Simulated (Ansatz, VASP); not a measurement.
One calculation of Fe, two programs

```xyz
1
Lattice="-1.4298 1.4298 1.4298 1.4298 -1.4298 1.4298 1.4298 1.4298 -1.4298" Properties=species:S:1:pos:R:3 pbc="T T T"
Fe    0.0000    0.0000    0.0000
```

Alike in both runs: task single point; functional PBE; k mesh 20 × 20 × 20; occupations gaussian, width 0.1 eV; collinear spin.

```csv
,VASP,Ansatz
version,VASP 6.6.1,Ansatz 0.2.0
potentials or method,"VASP PAW PBE potentials, release 64 (Fe), cutoff 520 eV","scalar-relativistic, plane waves, PAW"
valence electrons in the cell,8,16
```

Ansatz gave:

- gap on the k mesh at the Fermi level (eV): none
- pressure (GPa): -5.1
- net moment per atom (μB): 2.22
- size of the moment on the site where the two differ most (μB): 2.28

Question: What did VASP give for the same quantities?

Answer: gap on the k mesh at the Fermi level (eV): none; pressure (GPa): -5.3; net moment per atom (μB): 2.25; size of the moment on the site where the two differ most (μB): 2.25.

Site moments also hang on the region over which each program counts them. A gap of «none» marks a metal or a gap that the smearing closes. VASP's potentials hold 8 valence electrons a cell and Ansatz's 16, so a difference there can come from the potentials and not from the codes.
